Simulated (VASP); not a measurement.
# SiC (Moissanite 3C) (F-43m) in VASP: settings compared

SiC (Moissanite 3C) is run at these levels: PBE, r2SCAN; tasks: single point.

Program: VASP 6.6.1. These are calculated values, not measurements. Logs are shortened: lines on timing, memory, paths and dates and some standing lists are left out, and cuts for length are marked.

**The experiment to reproduce.**

From “Insight into the structural, elastic and electronic properties of a new orthorhombic 6O-SiC polytype”, 2020, pmc:7200658, for a bulk crystal of SiC: band gap 2.4 eV (indirect).

The runs below are set against these values where they give the same quantity.

## Step 1: The cell of the first run

The structure is cubic, space group F-43m (No. 216). The conventional cell has a = 4.423 Å, b = 4.423 Å, c = 4.423 Å, α = 90.00°, β = 90.00°, γ = 90.00°. Within 2.5 Å of Si (site symmetry -43m) lie 4 C at 1.92 Å. C (site symmetry -43m) has 4 Si at 1.92 Å within 2.5 Å.

## Step 2: Single point, PBE (volume changed by +3%)

Input file INCAR:

```
SYSTEM = SiC
ALGO     = Normal         ! electronic algorithm
EDIFF    = 1E-6           ! SCF threshold, eV
ENCUT    = 600            ! plane-wave cutoff, eV
GGA      = PE             ! functional
GGA_COMPAT= .False.      
ISIF     = 2              ! what is computed and relaxed
ISMEAR   = 0              ! smearing method
LASPH    = .True.         ! aspherical terms in the spheres
LCHARG   = .True.         ! write CHGCAR
LELF     = .True.         ! ELF
LREAL    = .False.        ! projectors in reciprocal space
LVHAR    = .True.       
LWAVE    = .False.        ! write WAVECAR
NBANDS   = 11             ! bands
NELM     = 120            ! most SCF steps
PREC     = Accurate       ! precision mode
SIGMA    = 0.01           ! smearing width, eV
```

Input file KPOINTS:

```
k-points
0
Gamma
  8 8 8
  0 0 0
```

Input file POSCAR:

```
SiC
1.0
    0.0000000000      2.2115508569      2.2115508569
    2.2115508569      0.0000000000      2.2115508569
    2.2115508569      2.2115508569      0.0000000000
Si C
1 1
Direct
    0.0000000000      0.0000000000      0.0000000000
    0.2500000000      0.2500000000      0.2500000000
```

Potentials or basis: VASP PAW PBE potentials, release 64 (Si, C).

Launch:

```sh
> cat potpaw_PBE.64/Si/POTCAR potpaw_PBE.64/C/POTCAR > POTCAR
> mpirun -np 1 vasp_std > vasp.out
```

OUTCAR:

```text
SYSTEM = SiC
   EDIFF = 1E-6
   ENCUT = 600
   GGA = PE
   ISIF = 2
   ISMEAR = 0
   LASPH = .True.
   LREAL = .False.
   NELM = 120
   PREC = Accurate

 ion  position               nearest neighbor table
   1  0.000  0.000  0.000-   2 1.92   2 1.92   2 1.92   2 1.92
   2  0.250  0.250  0.250-   1 1.92   1 1.92   1 1.92   1 1.92

  LATTYP: Found a face centered cubic cell.
 ALAT       =     4.4231017138

  Lattice vectors:

 A1 = (   0.0000000000,   2.2115508569,   2.2115508569)
 A2 = (   2.2115508569,   0.0000000000,   2.2115508569)
 A3 = (   2.2115508569,   2.2115508569,   0.0000000000)

Analysis of symmetry for initial positions (statically):
=====================================================================
 Subroutine PRICEL returns:
 Original cell was already a primitive cell.

 Routine SETGRP: Setting up the symmetry group for a
 face centered cubic supercell.

 Subroutine GETGRP returns: Found 24 space group operations
 (whereof 24 operations were pure point group operations)
 out of a pool of 48 trial point group operations.

The static configuration has the point symmetry T_d .

Analysis of symmetry for dynamics (positions and initial velocities):
=====================================================================
 Subroutine PRICEL returns:
 Original cell was already a primitive cell.

 Routine SETGRP: Setting up the symmetry group for a
 face centered cubic supercell.

 Subroutine GETGRP returns: Found 24 space group operations
 (whereof 24 operations were pure point group operations)
 out of a pool of 48 trial point group operations.

The dynamic configuration has the point symmetry T_d .

 Subroutine INISYM returns: Found 24 space group operations
 (whereof 24 operations are pure point group operations),
 and found     1 'primitive' translations

----------------------------------------------------------------------------------------

                                     Primitive cell

  volume of cell :      21.6332

  direct lattice vectors                    reciprocal lattice vectors
     0.000000000  2.211550857  2.211550857    -0.226085689  0.226085689  0.226085689
     2.211550857  0.000000000  2.211550857     0.226085689 -0.226085689  0.226085689
     2.211550857  2.211550857  0.000000000     0.226085689  0.226085689 -0.226085689

  length of vectors
     3.127605216  3.127605216  3.127605216     0.391591901  0.391591901  0.391591901

  position of ions in fractional coordinates (direct lattice)
     0.000000000  0.000000000  0.000000000
     0.250000000  0.250000000  0.250000000

  ion indices of the primitive-cell ions
   primitive index   ion index
                 1           1
                 2           2

----------------------------------------------------------------------------------------

 KPOINTS: k-points

Automatic generation of k-mesh.
 Grid dimensions read from file:
 generate k-points for:    8    8    8

 Generating k-lattice:

  Cartesian coordinates                     Fractional coordinates (reciprocal lattice)
    -0.028260711  0.028260711  0.028260711     0.125000000  0.000000000  0.000000000
     0.028260711 -0.028260711  0.028260711     0.000000000  0.125000000  0.000000000
     0.028260711  0.028260711 -0.028260711     0.000000000  0.000000000  0.125000000

  Length of vectors
     0.048948988  0.048948988  0.048948988

  Shift w.r.t. Gamma in fractional coordinates (k-lattice)
     0.000000000  0.000000000  0.000000000

 Subroutine IBZKPT returns following result:
 ===========================================

 Found     29 irreducible k-points:

 Following reciprocal coordinates:
            Coordinates               Weight
  0.000000  0.000000  0.000000      1.000000
  0.125000  0.000000  0.000000      8.000000
  0.250000  0.000000  0.000000      8.000000
  0.375000  0.000000  0.000000      8.000000
  0.500000  0.000000  0.000000      4.000000
  0.125000  0.125000  0.000000      6.000000
[... 16 lines left out ...]
  0.500000  0.250000  0.125000     48.000000
 -0.375000  0.250000  0.125000     24.000000
 [... further k-points ...]
   k-points           NKPTS =     29   k-points in BZ     NKDIM =     29   number of bands    NBANDS=     11
   number of dos      NEDOS =    301   number of ions     NIONS =      2
   total plane-waves  NPLWV =  21952
   dimension x,y,z NGX =    28 NGY =   28 NGZ =   28
   dimension x,y,z NGXF=    56 NGYF=   56 NGZF=   56
   ions per type =               1   1
   NGX,Y,Z   is equivalent  to a cutoff of  14.88, 14.88, 14.88 a.u.
   NGXF,Y,Z  is equivalent  to a cutoff of  29.77, 29.77, 29.77 a.u.
 SYSTEM =  SiC
   PREC   = accura    normal or accurate (medium, high low for compatibility)
   ISTART =      0    job   : 0-new  1-cont  2-samecut
   ICHARG =      2    charge: 1-file 2-atom 10-const
   ISPIN  =      1    spin polarized calculation?
   LNONCOLLINEAR =      F non collinear calculations
   LSORBIT =      F    spin-orbit coupling
   LASPH  =      T    aspherical Exc in radial PAW
   ENCUT  =  600.0 eV  44.10 Ry    6.64 a.u.   6.25  6.25  6.25*2*pi/ulx,y,z
   NELM   =    120;   NELMIN=  2; NELMDL= -5     # of ELM steps
   EDIFF  = 0.1E-05   stopping-criterion for ELM
   LREAL  =      F    real-space projection
   EDIFFG = 0.1E-04   stopping-criterion for IOM
   NSW    =      0    number of steps for IOM
   IBRION =     -1    ionic relax: 0-MD 1-quasi-New 2-CG
   NFREE  =      0    steps in history (QN), initial steepest desc. (CG)
   ISIF   =      2    stress and relaxation
   ISYM   =      2    0-nonsym 1-usesym 2-fastsym
   POTIM  = 0.5000    time-step for ionic-motion
   TEBEG  =    0.0;   TEEND  =   0.0 temperature during run
   PSTRESS=    0.0 pullay stress
   NELECT =       8.0000    total number of electrons
   NUPDOWN=      -1.0000    fix difference up-down
   EMIN   =  10.00;   EMAX   =-10.00  energy-range for DOS
   EFERMI =   0.00;   METHOD = LEGACY
   ISMEAR =     0;   SIGMA  =   0.01  broadening in eV -4-tet -1-fermi 0-gaus
   EFERMI_NEDOS =   21; number of points for ismear=-14 and -15
   IALGO  =     38    algorithm
   IMIX   =      4    mixing-type and parameters
     AMIX     =   0.40;   BMIX     =  1.00
     AMIX_MAG =   1.60;   BMIX_MAG =  1.00
  volume/ion in A,a.u.               =      10.82        72.99
  Fermi-wavevector in a.u.,A,eV,Ry     =   1.175072  2.220565 18.786853  1.380795
  Thomas-Fermi vector in A             =   2.311459
   LORBIT       =      0    0 simple, 1 ext, 2 COOP (PROOUT), +10 PAW based schemes
   GGA     = PE    functional components
   LHFCALC =     F    Hartree Fock is set to
   AEXX    =    0.0000 exact exchange contribution
   IVDW    =     0    specifies the selected vdW correction
   LEPSILON=     F    determine dielectric tensor
   LRPA    =     F    only Hartree local field effects (RPA)
 non-spin polarized calculation
 Gauss-broadening in eV      SIGMA  =   0.01
  energy-cutoff  :      600.00
  volume of cell :       21.63
 maximum number of plane-waves:       740
 NGX is ok and might be reduce to    28
   NGX = 13   NGY = 13   NGZ = 13

 number of electron       8.0000000 magnetization

 Free energy of the ion-electron system (eV)
  ---------------------------------------------------
  ext. energy  EPLUGINS =         0.00000000
  ---------------------------------------------------
  free energy    TOTEN  =       -15.04909308 eV

  energy without entropy =      -15.04909308  energy(sigma->0) =      -15.04909308

 E-fermi :   7.7191     XC(G=0): -11.1626

 val. band max:        7.6158114987   @ k =   0.0000   0.0000   0.0000
 cond. band min:       9.0121347500   @ k =   0.5000   0.5000   0.0000
 fundamental gap:      1.3963232512
 Fermi energy:         7.7190668003

 k-point     1 :       0.0000    0.0000    0.0000
  band No.  band energies     occupation
      1      -7.4429      2.00000
      2       7.6158      2.00000
      3       7.6158      2.00000
      4       7.6158      2.00000
      5      13.3297      0.00000
      6      14.6207      0.00000
      7      14.6207      0.00000
      8      14.6207      0.00000
      9      21.8658      0.00000
     10      21.8658      0.00000
     11      23.4167      0.00000

 k-point     2 :       0.1250    0.0000    0.0000
  band No.  band energies     occupation
      1      -7.1490      2.00000
      2       6.1433      2.00000
      3       7.4168      2.00000
      4       7.4168      2.00000
      5      13.6562      0.00000
      6      14.9643      0.00000
      7      14.9643      0.00000
      8      15.0675      0.00000
      9      20.6932      0.00000
     10      20.6932      0.00000
     11      23.3077      0.00000

 k-point     3 :       0.2500    0.0000    0.0000
  band No.  band energies     occupation
      1      -6.2907      2.00000
      2       3.4007      2.00000
      3       7.0160      2.00000
      4       7.0160      2.00000
      5      13.2129      0.00000
      6      15.2493      0.00000
      7      15.2493      0.00000
      8      16.5780      0.00000
      9      20.4968      0.00000
     10      20.4968      0.00000
     11      22.3763      0.00000

 k-point     4 :       0.3750    0.0000    0.0000
  band No.  band energies     occupation
      1      -4.9938      2.00000
      2       0.7525      2.00000
      3       6.6923      2.00000
      4       6.6923      2.00000
      5      12.7966      0.00000
      6      14.8925      0.00000
      7      14.8925      0.00000
      8      17.3450      0.00000
      9      22.3685      0.00000
     10      22.3685      0.00000
     11      22.6670      0.00000
[... 239 lines left out ...]
 k-point    22 :       0.3750    0.2500    0.1250
  band No.  band energies     occupation
      1      -5.5451      2.00000
      2       3.1801      2.00000
      3       4.8338      2.00000
      4       6.3606      2.00000
      5      12.8295      0.00000
      6      14.9126      0.00000
      7      15.7786      0.00000
      8      17.3166      0.00000
      9      19.5041      0.00000
     10      23.2276      0.00000
     11      26.5439      0.00000

 k-point    23 :       0.5000    0.2500    0.1250
  band No.  band energies     occupation
      1      -4.3006      2.00000
      2       1.2290      2.00000
      3       4.0998      2.00000
      4       5.7397      2.00000
      5      12.8123      0.00000
      6      14.8919      0.00000
      7      16.4638      0.00000
      8      17.7211      0.00000
      9      20.5991      0.00000
     10      23.6688      0.00000
     11      26.4196      0.00000

 k-point    24 :      -0.3750    0.2500    0.1250
  band No.  band energies     occupation
      1      -3.4131      2.00000
      2      -0.0154      2.00000
      3       3.9799      2.00000
      4       5.4207      2.00000
      5      12.7678      0.00000
      6      14.5821      0.00000
      7      17.3905      0.00000
      8      18.2484      0.00000
      9      20.6134      0.00000
     10      23.4415      0.00000
     11      26.4119      0.00000

 [... further k-points ...]

------------------------ aborting loop because EDIFF is reached ----------------------------------------

  FORCE on cell =-STRESS in cart. coord.  units (eV):
  Direction    XX          YY          ZZ          XY          YZ          ZX
  --------------------------------------------------------------------------------------
  -------------------------------------------------------------------------------------
  Total       -0.8221696     -0.8221696     -0.8221696     -0.0000000     -0.0000000      0.0000000
  in kB      -60.8907333    -60.8907333    -60.8907333     -0.0000000     -0.0000000      0.0000000
  external PRESSURE =     -60.8907333 kB  Pullay stress =       0.0000000 kB

 VOLUME and BASIS-vectors are now :
 -----------------------------------------------------------------------------
  energy-cutoff  :      600.00
  volume of cell :       21.63
      direct lattice vectors                 reciprocal lattice vectors
     0.000000000  2.211550857  2.211550857    -0.226085689  0.226085689  0.226085689
     2.211550857  0.000000000  2.211550857     0.226085689 -0.226085689  0.226085689
     2.211550857  2.211550857  0.000000000     0.226085689  0.226085689 -0.226085689

 POSITION                                       TOTAL-FORCE (eV/Angst)
 -----------------------------------------------------------------------------------
      0.00000      0.00000      0.00000        -0.000000     -0.000000     -0.000000
      1.10578      1.10578      1.10578         0.000000      0.000000      0.000000
 -----------------------------------------------------------------------------------
    total drift:                               -0.000000     -0.000000     -0.000000

  FREE ENERGIE OF THE ION-ELECTRON SYSTEM (eV)
  ---------------------------------------------------
  free  energy   TOTEN  =       -15.0490930842 eV

  energy  without entropy=      -15.0490930842  energy(sigma->0) =      -15.04909308
```

It took 10 s on 1 thread of Intel Xeon 6975P-C, shared host; peak memory 0.15 GiB.

What came out:

- Free energy: -15.0491 eV
- Pressure: -6.1 GPa
- Band gap on the k mesh: 1.40 eV, indirect (least direct gap 4.50 eV)

 A k mesh can miss the band edges.

## Step 3: Single point, PBE (volume changed by +6%)

Input file INCAR:

```
SYSTEM = SiC
ALGO = Normal
EDIFF = 1E-6
ENCUT = 600
GGA = PE
GGA_COMPAT = .False.
ISIF = 2
ISMEAR = 0
LASPH = .True.
LCHARG = .False.
LREAL = .False.
LWAVE = .False.
NBANDS = 11
NELM = 120
PREC = Accurate
SIGMA = 0.01
```

KPOINTS is that of step 2.

Input file POSCAR:

```
SiC
1.0
    0.0000000000      2.2328170735      2.2328170735
    2.2328170735      0.0000000000      2.2328170735
    2.2328170735      2.2328170735      0.0000000000
Si C
1 1
Direct
    0.0000000000      0.0000000000      0.0000000000
    0.2500000000      0.2500000000      0.2500000000
```

Potentials or basis: VASP PAW PBE potentials, release 64 (Si, C).

Launch:

```sh
> cat potpaw_PBE.64/Si/POTCAR potpaw_PBE.64/C/POTCAR > POTCAR
> mpirun -np 1 vasp_std > vasp.out
```

It took 9.6 s on 1 thread of Intel Xeon 6975P-C, shared host; peak memory 0.15 GiB.

It converged, with:

* Free energy: -15.0155 eV
* Pressure: -11.2 GPa
* Band gap on the k mesh: 1.42 eV, indirect (least direct gap 4.46 eV)

Levels at points of the mesh, in eV from the valence-band top:
```csv
k point,band 1,band 2,band 3,band 4,band 5,band 6,band 7,band 8
"(0.00, 0.00, 0.00)",-14.84,0.00,0.00,0.00,5.38,6.82,6.82,6.82
"(0.50, 0.00, 0.00)",-11.54,-8.14,-1.03,-1.03,4.78,6.93,6.93,9.65
"(0.50, 0.50, 0.00)",-10.16,-7.57,-3.04,-3.04,1.42,4.07,13.19,13.19
```

 A k mesh can miss the band edges.

(Part 1 of 2 ends here.)
